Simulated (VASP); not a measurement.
## HfO2: single point with PBEsol

The system is HfO2.

```xyz
3
Lattice="0.0000 2.5196 2.5196 2.5196 0.0000 2.5196 2.5196 2.5196 0.0000" Properties=species:S:1:pos:R:3 pbc="T T T"
Hf    0.0000    0.0000    0.0000
O     3.7794    3.7794    3.7794
O     1.2598    1.2598    1.2598
```

```
Program                : VASP 6.6.1
Task                   : single point
Functional             : PBEsol
Potentials or basis    : VASP PAW PBE potentials, release 64 (Hf_pv, O)
Cutoff                 : 520 eV
k mesh                 : 9 × 9 × 9
Occupations            : fermi-dirac, width 0.05 eV
Spin                   : no spin polarisation
Dipole correction      : no
Further INCAR settings : ALGO = Normal; EDIFF = 1e-06; NBANDS = 18
```

| Item | Value |
| --- | --- |
| Pressure | -3.0 GPa |
| Band gap on the k mesh | 3.84 eV, indirect (least direct gap 3.96 eV) |

Levels at points of the mesh, in eV from the valence-band top:
```tsv
k point	band 7	band 8	band 9	band 10	band 11	band 12	band 13	band 14	band 15	band 16
(0.00, 0.00, 0.00)	-5.46	-5.46	-0.57	-0.57	-0.57	3.87	3.87	5.85	10.70	10.70
```

Run time: 12 s on 1 thread of AMD EPYC 9R45 96-Core Processor (Zen 5), with other jobs on the host, peak memory 0.14 GiB.

Caveat: the PAW data sets were made with another functional, which shifts forces and pressure a little; spin-orbit coupling is left out, which moves the levels of the heavy elements. PBEsol gaps usually lie below the measured ones, often by a third to a half.
